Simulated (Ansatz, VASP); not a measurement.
**AlNi3: VASP beside Ansatz**

```
Ni Al
1.0
     0.00000    2.80189    2.80189
     2.80189    0.00000    2.80189
     2.80189    2.80189    0.00000
Ni Al
3 1
Direct
  0.75000 0.75000 0.75000
  0.00000 0.00000 0.00000
  0.25000 0.25000 0.25000
  0.50000 0.50000 0.50000
```

Alike in both runs: task single point; functional PBEsol; k mesh 7 × 7 × 7; occupations fermi-dirac, width 0.05 eV; collinear spin; fixed moment 3 μB.

|  | VASP | Ansatz |
| --- | --- | --- |
| version | VASP 6.6.1 | Ansatz 0.2.0 |
| potentials or method | VASP PAW PBE potentials, release 64 (Ni_sv_GW, Al) | Ansatz PAW |
| plane-wave cutoff (eV) | 590 | 420 |
| valence electrons in the cell | 57 | 57 |

```csv
,VASP,Ansatz,Ansatz less VASP
pressure (GPa),3.1,6.0,+2.96
net moment per atom (μB),0.75,0.75,0.000
size of the moment on the site where the two differ most (μB),0.05,0.07,+0.018
```

VASP's potentials were made for PBE, not for PBEsol. Site moments also hang on the region over which each program counts them.
